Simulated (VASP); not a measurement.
Set up this calculation in VASP 6.6.1, as the native input.

- Task: single point
- Functional: PBEsol
- Potentials or basis: VASP PAW PBE potentials, release 64 (Mn_pv, Sb)
- Cutoff: 520 eV
- k mesh: 9 × 9 × 6
- Occupations: fermi-dirac, width 0.1 eV
- Spin: collinear spin, ferromagnetic start
- Starting moments: [4.33, 4.33, 0.0, 0.0] μB
- Fixed moment: 8.66 μB
- Dipole correction: no
- Further INCAR settings: ALGO = Normal; EDIFF = 1e-06; NBANDS = 30

The structure of MnSb lies in POSCAR:

```
MnSb
1.0
    4.1500000000      0.0000000000      0.0000000000
   -2.0750000000      3.5940054257      0.0000000000
    0.0000000000      0.0000000000      5.7800000000
Mn Sb
2 2
Direct
    0.0000000000      0.0000000000      0.0000000000
    0.0000000000      0.0000000000      0.5000000000
    0.3333333333      0.6666666667      0.2500000000
    0.6666666667      0.3333333333      0.7500000000
```

One way to write it, as run:

INCAR

```
PREC = Accurate
ENCUT = 520
EDIFF = 1E-6
ISMEAR = -1
SIGMA = 0.1
LREAL = F
LASPH = T
NELM = 150
ALGO = Normal
ISIF = 2
LWAVE = F
LCHARG = F
ISPIN = 2
MAGMOM = 4.33 4.33 0 0
LORBIT = 11
NUPDOWN = 8.66
LMAXMIX = 4
GGA = PS
NBANDS = 30
```

KPOINTS

```
Automatic mesh
0
Gamma
  9 9 6
```

Potentials or basis: VASP PAW PBE potentials, release 64 (Mn_pv, Sb).

Launch:

```sh
$ cat potpaw_PBE.64/Mn_pv/POTCAR potpaw_PBE.64/Sb/POTCAR > POTCAR
$ mpirun -np 1 vasp_std > vasp.out
```

Results of the run:

| Property | Result |
| --- | --- |
| Pressure | 1.1 GPa |
| Net moment | 8.66 μB per cell |
| Site moments | Mn +3.91; Sb +0.04 μB |
| Valence electrons inside the program's atomic spheres | Mn 11.48; Sb 2.48 |

Caveat: the PAW data sets were made with another functional, which shifts forces and pressure a little; the total moment is fixed, so each spin has its own Fermi level; only a ferromagnetic start was run, and an antiferromagnetic order may lie lower in energy.

It took 2.4 min on 1 thread of Intel(R) Xeon(R) Platinum 8488C (Sapphire Rapids), with other jobs on the host, peak memory 0.37 GiB.
